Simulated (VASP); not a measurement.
A run of VASP 6.6.1 is set up as follows.

The input INCAR:

```
SYSTEM = AlCu
ALGO     = Normal         ! electronic algorithm
EDIFF    = 1E-6           ! SCF threshold, eV
ENCUT    = 520            ! plane-wave cutoff, eV
GGA      = PS             ! functional
ISIF     = 2              ! what is computed and relaxed
ISMEAR   = -1             ! smearing method
LASPH    = .True.         ! aspherical terms in the spheres
LCHARG   = .False.        ! write CHGCAR
LREAL    = .False.        ! projectors in reciprocal space
LWAVE    = .False.        ! write WAVECAR
NBANDS   = 14             ! bands
NELM     = 80             ! most SCF steps
PREC     = Accurate       ! precision mode
SIGMA    = 0.05           ! smearing width, eV
```

KPOINTS

```
k-points
0
Gamma
  9 9 9
  0 0 0
```

Contents of POSCAR:

```
AlCu
1.0
    2.9975090000      0.0000000000      0.0000000000
    0.0000000000      2.9975090000      0.0000000000
    0.0000000000      0.0000000000      2.9975090000
Cu Al
1 1
Direct
    0.5000000000      0.5000000000      0.5000000000
    0.0000000000      0.0000000000      0.0000000000
```

Potentials or basis: VASP PAW PBE potentials, release 64 (Cu, Al).

Command:

```sh
$ cat potpaw_PBE.64/Cu/POTCAR potpaw_PBE.64/Al/POTCAR > POTCAR
$ mpirun -np 1 vasp_std > vasp.out
```

**Question.** What does it give for the band gap on the k mesh?

**Answer.** Zero (band 7 reaches 12.79 eV, above the bottom of band 8 at 8.41 eV).

**Question.** Estimate the pressure.

**Answer.** -3.8 GPa.

Caveat: the PAW data sets were made with another functional, which shifts forces and pressure a little.
